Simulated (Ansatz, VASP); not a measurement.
# Two plane-wave programs on HfSiO4

```
CELL_PARAMETERS angstrom
-3.29126 3.29126 2.98279
3.29126 -3.29126 2.98279
3.29126 3.29126 -2.98279
ATOMIC_POSITIONS crystal
Hf 0.75000 0.25000 0.50000
Hf 0.00000 0.00000 0.00000
Si 0.25000 0.75000 0.50000
Si 0.50000 0.50000 0.00000
O 0.13333 0.31811 0.81522
O 0.06811 0.75290 0.68478
O 0.50290 0.31811 0.18478
O 0.06811 0.38333 0.31522
O 0.61667 0.93189 0.68478
O 0.68189 0.86667 0.18478
O 0.24710 0.93189 0.31522
O 0.68189 0.49710 0.81522
```

Alike in both runs: functional PBEsol; k mesh 4 × 4 × 4; no spin polarisation.

Ansatz relaxed the structure, and its values are those at the end. VASP's run is a single point on that final structure, the one shown.

```csv
,VASP,Ansatz
version,VASP 6.6.1,Ansatz 0.2.0
potentials or method,"VASP PAW PBE potentials, release 64 (Hf_pv, Si, O), cutoff 520 eV","scalar-relativistic, plane waves, PAW"
occupations,"gaussian, width 0.01 eV",fixed
valence electrons in the cell,76,108
```

```csv
,VASP,Ansatz,Ansatz less VASP
gap on the k mesh at the Fermi level (eV),5.34,5.39,+0.047
least direct gap on the mesh (eV),5.73,5.78,+0.050
pressure (GPa),-1.3,0.0,+1.33
rms of the force components (eV/Å),0.108,0.000,-0.1076
```

VASP's potentials were made for PBE, not for PBEsol. VASP's potentials hold 76 valence electrons a cell and Ansatz's 108, so a difference there can come from the potentials and not from the codes.

Neither program's run includes spin-orbit coupling.
